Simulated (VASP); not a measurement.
**TiSi16 (a cell with a defect): single point with LDA**

TiSi16 (a cell with a defect):

```
CELL_PARAMETERS angstrom
0.00000 5.43000 5.43000
5.43000 0.00000 5.43000
5.43000 5.43000 0.00000
ATOMIC_POSITIONS crystal
Si 0.99823 0.00216 0.99900
Si 0.12260 0.13397 0.12440
Si 0.99360 0.01219 0.49813
Si 0.12790 0.13398 0.61632
Si 0.99853 0.51470 0.99919
Si 0.11887 0.63970 0.11704
Si 0.00369 0.51331 0.48146
Si 0.12470 0.63815 0.61660
Si 0.49672 0.01216 0.99546
Si 0.61612 0.13346 0.12916
Si 0.50042 0.01101 0.50141
Si 0.62311 0.13496 0.62499
Si 0.48282 0.51291 0.00352
Si 0.61662 0.63808 0.12542
Si 0.49842 0.50551 0.49893
Si 0.62048 0.63732 0.61974
Ti 0.87002 0.38731 0.86949
```

```
Program             : VASP 6.6.1
Task                : single point
Functional          : LDA
Potentials or basis : VASP PAW LDA potentials, release 64 (Si, Ti_sv)
Cutoff              : 520 eV
k mesh              : 2 × 2 × 2
Occupations         : gaussian, width 0.02 eV
Spin                : no spin polarisation
```

The pressure is 0.1 GPa. The largest force is 0.034 eV/Å and the band gap on the k mesh is zero (bands 38 and 39 overlap by 0.38 eV).

Forces on the atoms (eV/Å):
```
Si   0.005 -0.007 -0.002
Si  -0.019  0.014  0.014
Si  -0.003  0.005 -0.002
Si  -0.011 -0.005 -0.010
Si   0.016 -0.019  0.023
Si   0.001  0.025 -0.007
Si   0.016 -0.003  0.015
Si  -0.001  0.012 -0.007
Si   0.004  0.003 -0.006
Si  -0.020 -0.016 -0.011
Si  -0.006 -0.009 -0.009
Si  -0.004 -0.003 -0.002
Si   0.016 -0.007 -0.002
Si  -0.006  0.003  0.005
Si   0.008 -0.008  0.000
Si   0.000 -0.001  0.002
Ti   0.003  0.015  0.001
```

Stress tensor (GPa, compression positive):
```
 0.07 -0.05 -0.07
-0.05  0.19 -0.07
-0.07 -0.07  0.09
```

Levels at points of the mesh, in eV from the Fermi level:
```
           k point  band 35  band 36  band 37  band 38  band 39  band 40  band 41  band 42
(0.00, 0.00, 0.00)    -0.94    -0.93    -0.40    -0.36    -0.33    -0.12    -0.08     0.23
(0.50, 0.00, 0.00)    -1.30    -1.28    -0.27     0.03     0.07     0.45     0.45     0.79
(0.00, 0.50, 0.00)    -1.30    -1.29    -0.29     0.01     0.07     0.45     0.47     0.83
(0.00, 0.00, 0.50)    -1.30    -1.29    -0.26     0.04     0.07     0.45     0.45     0.78
(0.50, 0.50, 0.50)    -1.29    -1.29    -0.29    -0.01     0.06     0.45     0.46     0.83
(0.50, 0.50, 0.00)    -1.93    -1.81    -0.71    -0.03     0.57     0.58     1.09     1.35
(0.00, 0.50, 0.50)    -1.93    -1.81    -0.70    -0.03     0.57     0.58     1.09     1.35
(0.50, 0.00, 0.50)    -1.92    -1.82    -0.71    -0.03     0.56     0.61     1.09     1.34
```

It took 2.8 min on 1 thread of Intel(R) Xeon(R) 6975P-C (Granite Rapids), with other jobs on the host, peak memory 0.38 GiB.

Caveat: the k points lie up to 0.50 Å⁻¹ apart.
